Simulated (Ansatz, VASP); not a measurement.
## Two plane-wave programs on Cu

Contents of INCAR:

```
PREC = Accurate
ENCUT = 520
EDIFF = 1E-7
ISMEAR = 0
SIGMA = 0.15
LREAL = F
LASPH = T
NELM = 60
ALGO = Fast
ISIF = 2
LWAVE = F
LCHARG = F
GGA = PE
NBANDS = 18
```

Contents of KPOINTS:

```
regular mesh
0
Gamma
  21 21 12
```

POSCAR

```
Cu
1.0
    2.7205691467      0.0000000000      0.0000000000
   -1.3602845734      2.3560819937      0.0000000000
    0.0000000000      0.0000000000      4.1826030061
Cu
2
Direct
    0.3333333333      0.6666666667      0.2500000000
    0.6666666667      0.3333333333      0.7500000000
```

Input for Ansatz:

```yaml
crystal:
  lattice:
    - [2.7205691467, 0.0, 0.0]
    - [-1.3602845734, 2.3560819937, 0.0]
    - [0.0, 0.0, 4.1826030061]
  atoms:
    - { symbol: Cu, position: [0.3333333333, 0.6666666667, 0.25] }
    - { symbol: Cu, position: [0.6666666667, 0.3333333333, 0.75] }
basis:
  ecutwfc: 520.0
kpoints:
  mp_grid: { grid: [21, 21, 12] }
hamiltonian:
  xc: pbe
scf:
  occupations: { method: gaussian, width: 0.15 }
output:
  forces: true
  stress: true
  eigenvalues: true
```

Alike in both runs: task single point; functional PBE; k mesh 21 × 21 × 12; occupations gaussian, width 0.15 eV; no spin polarisation.

|  | VASP | Ansatz |
| --- | --- | --- |
| version | VASP 6.6.1 | Ansatz 0.2.0 |
| potentials or method | VASP PAW PBE potentials, release 64 (Cu), cutoff 520 eV | scalar-relativistic, plane waves, PAW |
| valence electrons in the cell | 22 | 38 |

```csv
,VASP,Ansatz,Ansatz less VASP
gap on the k mesh at the Fermi level (eV),none,none,-
pressure (GPa),-10.1,-11.4,-1.27
"traceless stress, the component that is largest in VASP (GPa)",3.95,3.99,+0.041
```

A gap of «none» marks a metal or a gap that the smearing closes. The functional is the same, so the differences come from potentials, cutoffs and numerics. VASP's potentials hold 22 valence electrons a cell and Ansatz's 38, so a difference there can come from the potentials and not from the codes.
